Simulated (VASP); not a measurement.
# Si2W (I4/mmm) in VASP: further runs

Si2W is run at these levels: PBE; tasks: single point.

Everything below comes from runs of VASP 6.6.1. Logs are shortened: lines on timing, memory, paths and dates and some standing lists are left out, and cuts for length are marked.

### 1 The cell of the first run

The structure is tetragonal, space group I4/mmm (No. 139). The conventional cell has a = 3.229 Å, b = 3.229 Å, c = 7.868 Å, α = 90.00°, β = 90.00°, γ = 90.00°. Si (site symmetry 4mm) has 9 Si at 2.60 to 3.23 Å and 5 W at 2.63 Å within 3.4 Å. Within 3.5 Å of W (site symmetry 4/mmm) lie 10 Si at 2.63 Å and 4 W at 3.23 Å.

### 2 Single point, PBE

INCAR

```
PREC = Accurate
ENCUT = 520
EDIFF = 1E-6
ISMEAR = 1
SIGMA = 0.1
LREAL = F
LASPH = T
NELM = 100
ALGO = Normal
ISIF = 2
LWAVE = F
LCHARG = F
GGA = PE
NBANDS = 18
```

KPOINTS

```
Automatic mesh
0
Gamma
  17 17 17
```

POSCAR

```
Si2W
1.0
   -1.6146003643      1.6146003643      3.9339553220
    1.6146003643     -1.6146003643      3.9339553220
    1.6146003643      1.6146003643     -3.9339553220
Si W
2 1
Direct
    0.3345207121      0.3345207121      0.0000000000
    0.6654792879      0.6654792879      0.0000000000
    0.0000000000      0.0000000000      0.0000000000
```

Potentials or basis: VASP PAW PBE potentials, release 64 (Si, W_sv).

On the command line:

```
cat potpaw_PBE.64/Si/POTCAR potpaw_PBE.64/W_sv/POTCAR > POTCAR
mpirun -np 1 vasp_std > vasp.out
```

OUTCAR:

```text
PREC = Accurate
   ENCUT = 520
   EDIFF = 1E-6
   ISMEAR = 1
   LREAL = F
   LASPH = T
   NELM = 100
   ISIF = 2
   GGA = PE

 ion  position               nearest neighbor table
   1  0.335  0.335  0.000-   2 2.60   3 2.63   3 2.63   3 2.63   3 2.63   3 2.63   2 2.64   2 2.64
                             2 2.64   2 2.64
   2  0.665  0.665  0.000-   1 2.60   3 2.63   3 2.63   3 2.63   3 2.63   3 2.63   1 2.64   1 2.64
                             1 2.64   1 2.64
   3  0.000  0.000  0.000-   2 2.63   2 2.63   2 2.63   1 2.63   1 2.63   1 2.63   2 2.63   1 2.63
                             1 2.63   2 2.63

  LATTYP: Found a body centered tetragonal cell.
 ALAT       =     3.2292007286
 C/A-ratio  =     2.4364885634

  Lattice vectors:

 A1 = (  -1.6146003643,   1.6146003643,   3.9339553220)
 A2 = (   1.6146003643,  -1.6146003643,   3.9339553220)
 A3 = (   1.6146003643,   1.6146003643,  -3.9339553220)

Analysis of symmetry for initial positions (statically):
=====================================================================
 Subroutine PRICEL returns:
 Original cell was already a primitive cell.

 Routine SETGRP: Setting up the symmetry group for a
 body centered tetragonal supercell.

 Subroutine GETGRP returns: Found 16 space group operations
 (whereof 16 operations were pure point group operations)
 out of a pool of 16 trial point group operations.

The static configuration has the point symmetry D_4h.

Analysis of symmetry for dynamics (positions and initial velocities):
=====================================================================
 Subroutine PRICEL returns:
 Original cell was already a primitive cell.

 Routine SETGRP: Setting up the symmetry group for a
 body centered tetragonal supercell.

 Subroutine GETGRP returns: Found 16 space group operations
 (whereof 16 operations were pure point group operations)
 out of a pool of 16 trial point group operations.

The dynamic configuration has the point symmetry D_4h.

 Subroutine INISYM returns: Found 16 space group operations
 (whereof 16 operations are pure point group operations),
 and found     1 'primitive' translations

----------------------------------------------------------------------------------------

                                     Primitive cell

[... 89 lines left out ...]
   LASPH  =      T    aspherical Exc in radial PAW
   ENCUT  =  520.0 eV  38.22 Ry    6.18 a.u.   8.46  8.46  8.46*2*pi/ulx,y,z
   NELM   =    100;   NELMIN=  2; NELMDL= -5     # of ELM steps
   EDIFF  = 0.1E-05   stopping-criterion for ELM
   LREAL  =      F    real-space projection
   EDIFFG = 0.1E-04   stopping-criterion for IOM
   NSW    =      0    number of steps for IOM
   IBRION =     -1    ionic relax: 0-MD 1-quasi-New 2-CG
   NFREE  =      0    steps in history (QN), initial steepest desc. (CG)
   ISIF   =      2    stress and relaxation
   ISYM   =      2    0-nonsym 1-usesym 2-fastsym
   POTIM  = 0.5000    time-step for ionic-motion
   TEBEG  =    0.0;   TEEND  =   0.0 temperature during run
   PSTRESS=    0.0 pullay stress
   NELECT =      22.0000    total number of electrons
   NUPDOWN=      -1.0000    fix difference up-down
   EMIN   =  10.00;   EMAX   =-10.00  energy-range for DOS
   EFERMI =   0.00;   METHOD = LEGACY
   ISMEAR =     1;   SIGMA  =   0.10  broadening in eV -4-tet -1-fermi 0-gaus
   EFERMI_NEDOS =   21; number of points for ismear=-14 and -15
   IALGO  =     38    algorithm
   IMIX   =      4    mixing-type and parameters
     AMIX     =   0.40;   BMIX     =  1.00
     AMIX_MAG =   1.60;   BMIX_MAG =  1.00
  volume/ion in A,a.u.               =      13.67        92.28
  Fermi-wavevector in a.u.,A,eV,Ry     =   1.330074  2.513476 24.070033  1.769098
  Thomas-Fermi vector in A             =   2.459189
   LORBIT       =      0    0 simple, 1 ext, 2 COOP (PROOUT), +10 PAW based schemes
   GGA     = PE    functional components
   LHFCALC =     F    Hartree Fock is set to
   AEXX    =    0.0000 exact exchange contribution
   IVDW    =     0    specifies the selected vdW correction
   LEPSILON=     F    determine dielectric tensor
   LRPA    =     F    only Hartree local field effects (RPA)
 non-spin polarized calculation
 Methfessel and Paxton  Order N= 1 SIGMA  =   0.10
  energy-cutoff  :      520.00
  volume of cell :       41.02
 maximum number of plane-waves:      1138
 NGX is ok and might be reduce to    36

 number of electron      22.0000000 magnetization

 Free energy of the ion-electron system (eV)
  ---------------------------------------------------
  ext. energy  EPLUGINS =         0.00000000
  ---------------------------------------------------
  free energy    TOTEN  =       -24.81515123 eV

  energy without entropy =      -24.81514161  energy(sigma->0) =      -24.81514802

 E-fermi :  11.7722     XC(G=0): -12.4601

 val. band max:       11.7523974652   @ k =  -0.3529  -0.3529   0.2941
 cond. band min:      11.7981567134   @ k =  -0.0588   0.0588   0.0000
 fundamental gap:      0.0457592482
 Fermi energy:        11.7721735317

 k-point     1 :       0.0000    0.0000    0.0000
  band No.  band energies     occupation
      1     -62.1305      2.00000
      2     -26.3774      2.00000
      3     -26.3638      2.00000
      4     -26.3638      2.00000
      5      -2.2045      2.00000
      6       4.9976      2.00000
[... 481 lines left out ...]
      5      -1.9192      2.00000
      6       5.1911      2.00000
[... 10 lines left out ...]
     17      17.4985      0.00000
     18      18.2509      0.00000

 [... further k-points ...]

------------------------ aborting loop because EDIFF is reached ----------------------------------------

  FORCE on cell =-STRESS in cart. coord.  units (eV):
  Direction    XX          YY          ZZ          XY          YZ          ZX
  --------------------------------------------------------------------------------------
  -------------------------------------------------------------------------------------
  Total        0.0057303      0.0057303     -0.0098009      0.0000000      0.0000000     -0.0000000
  in kB        0.2238057      0.2238057     -0.3827871      0.0000000      0.0000000     -0.0000000
  external PRESSURE =       0.0216081 kB  Pullay stress =       0.0000000 kB

 VOLUME and BASIS-vectors are now :
 -----------------------------------------------------------------------------
  energy-cutoff  :      520.00
  volume of cell :       41.02
      direct lattice vectors                 reciprocal lattice vectors
    -1.614600364  1.614600364  3.933955322     0.000000000  0.309674153  0.127098546
     1.614600364 -1.614600364  3.933955322     0.309674153  0.000000000  0.127098546
     1.614600364  1.614600364 -3.933955322     0.309674153  0.309674153  0.000000000

 POSITION                                       TOTAL-FORCE (eV/Angst)
 -----------------------------------------------------------------------------------
      0.00000      0.00000      2.63198         0.000000      0.000000     -0.002997
      0.00000      0.00000      5.23593         0.000000      0.000000      0.002997
      0.00000      0.00000      0.00000        -0.000000     -0.000000     -0.000000
 -----------------------------------------------------------------------------------
    total drift:                               -0.000000      0.000000     -0.000000

  FREE ENERGIE OF THE ION-ELECTRON SYSTEM (eV)
  ---------------------------------------------------
  free  energy   TOTEN  =       -24.8151512274 eV

  energy  without entropy=      -24.8151416126  energy(sigma->0) =      -24.81514802
```

OSZICAR:

```text
N       E                     dE             d eps       ncg     rms          rms(c)
DAV:   1     0.130734848830E+03    0.13073E+03   -0.10852E+04 14580   0.123E+03
DAV:   2    -0.211286484285E+02   -0.15186E+03   -0.14816E+03 16760   0.322E+02
DAV:   3    -0.256522314389E+02   -0.45236E+01   -0.44602E+01 18128   0.496E+01
DAV:   4    -0.256944808236E+02   -0.42249E-01   -0.42025E-01 17356   0.497E+00
DAV:   5    -0.256949362079E+02   -0.45538E-03   -0.45535E-03 17382   0.555E-01    0.247E+01
DAV:   6    -0.249189010119E+02    0.77604E+00   -0.36819E+00 15654   0.134E+01    0.834E+00
DAV:   7    -0.248386526740E+02    0.80248E-01   -0.25203E-01 15642   0.279E+00    0.449E+00
DAV:   8    -0.248156414647E+02    0.23011E-01   -0.46607E-02 16460   0.169E+00    0.332E-01
DAV:   9    -0.248152439654E+02    0.39750E-03   -0.10732E-03 16872   0.264E-01    0.198E-01
DAV:  10    -0.248151575849E+02    0.86380E-04   -0.28079E-04 17334   0.144E-01    0.382E-02
DAV:  11    -0.248151509438E+02    0.66411E-05   -0.38701E-05 16668   0.451E-02    0.179E-02
DAV:  12    -0.248151512274E+02   -0.28359E-06   -0.18021E-06 12092   0.877E-03
   1 F= -.24815151E+02 E0= -.24815148E+02  d E =-.961480E-05
```

stdout:

```text
POSCAR found type information on POSCAR SiW
 POSCAR found :  2 types and       3 ions
 scaLAPACK will be used
 LDA part: xc-table for (Slater+PW92), standard interpolation
 POSCAR, INCAR and KPOINTS ok, starting setup
 FFT: planning ... GRIDC
 FFT: planning ... GRID_SOFT
 FFT: planning ... GRID
 WAVECAR not read
 entering main loop
```

Run time: 9.4 min. Hardware: 1 thread of Intel Xeon 8259CL, shared host; peak memory 0.43 GiB.

What came out:

| Item | Value |
| --- | --- |
| Free energy | -24.8152 eV |
| Pressure | 0.0 GPa |
| Band gap on the k mesh | zero (bands 11 and 12 overlap by 1.20 eV) |

Forces on the atoms (eV/Å):
```
Si   0.000  0.000 -0.003
Si   0.000  0.000  0.003
W    0.000  0.000  0.000
```

Levels at points of the mesh, in eV from the Fermi level:
| k point | band 7 | band 8 | band 9 | band 10 | band 11 | band 12 | band 13 | band 14 | band 15 | band 16 |
| --- | --- | --- | --- | --- | --- | --- | --- | --- | --- | --- |
| (0.00, 0.00, 0.00) | -3.78 | -3.27 | -2.82 | -2.82 | 0.59 | 2.63 | 2.96 | 3.02 | 3.02 | 4.53 |

Caveat: spin-orbit coupling is left out, which moves the levels of the heavy elements.

### 3 Single point, PBE

This run uses another cell than the first one: it holds 12 atoms, not 3.

INCAR

```
ALGO = Normal
EDIFF = 1E-6
ENCUT = 520
GGA = PE
ISIF = 2
ISMEAR = 1
LASPH = True
LCHARG = False
LREAL = False
LWAVE = False
NBANDS = 56
NELM = 100
PREC = Accurate
SIGMA = 0.1
```

KPOINTS

```
k-points
0
Gamma
  7 7 5
```

POSCAR

```
Si2W
1.0
    3.2292007286      3.2292007286      0.0000000000
   -3.2292007286      3.2292007286      0.0000000000
    0.0000000000      0.0000000000      7.8679106441
Si W
8 4
Direct
    0.0000000000      0.0000000000      0.3345207121
    0.0000000000      0.5000000000      0.8345207121
    0.5000000000      0.0000000000      0.8345207121
    0.5000000000      0.5000000000      0.3345207121
    0.0000000000      0.0000000000      0.6654792879
    0.0000000000      0.5000000000      0.1654792879
    0.5000000000      0.0000000000      0.1654792879
    0.5000000000      0.5000000000      0.6654792879
    0.0000000000      0.0000000000      0.0000000000
    0.0000000000      0.5000000000      0.5000000000
    0.5000000000      0.0000000000      0.5000000000
    0.5000000000      0.5000000000      0.0000000000
```

Potentials or basis: VASP PAW PBE potentials, release 64 (Si, W_sv).

On the command line:

```
cat potpaw_PBE.64/Si/POTCAR potpaw_PBE.64/W_sv/POTCAR > POTCAR
mpirun -np 1 vasp_std > vasp.out
```

It took 7.8 min on 1 thread of Intel Xeon 8259CL, shared host; peak memory 0.38 GiB.

Results (log left out):

```yaml
Free_energy: -99.2531 eV
Pressure: 0.1 GPa
Largest_force: 0.049 eV/Å
Band_gap_on_the_k_mesh: zero (bands 44 and 45 overlap by 0.59 eV)
```

Forces on the atoms (eV/Å):
```
Si   0.000  0.000  0.049
Si   0.000  0.000  0.049
Si   0.000  0.000  0.049
Si   0.000  0.000  0.049
Si   0.000  0.000 -0.049
Si   0.000  0.000 -0.049
Si   0.000  0.000 -0.049
Si   0.000  0.000 -0.049
W    0.000  0.000  0.000
W    0.000  0.000  0.000
W    0.000  0.000  0.000
W    0.000  0.000  0.000
```

Stress tensor (GPa, compression positive):
```
 0.23  0.00  0.00
 0.00  0.23  0.00
 0.00  0.00 -0.31
```

Levels at points of the mesh, in eV from the Fermi level:
| k point | band 41 | band 42 | band 43 | band 44 | band 45 | band 46 | band 47 | band 48 |
| --- | --- | --- | --- | --- | --- | --- | --- | --- |
| (0.00, 0.00, 0.00) | -0.79 | -0.79 | -0.43 | -0.43 | 0.67 | 0.85 | 2.70 | 2.79 |

Caveat: spin-orbit coupling is left out, which moves the levels of the heavy elements.
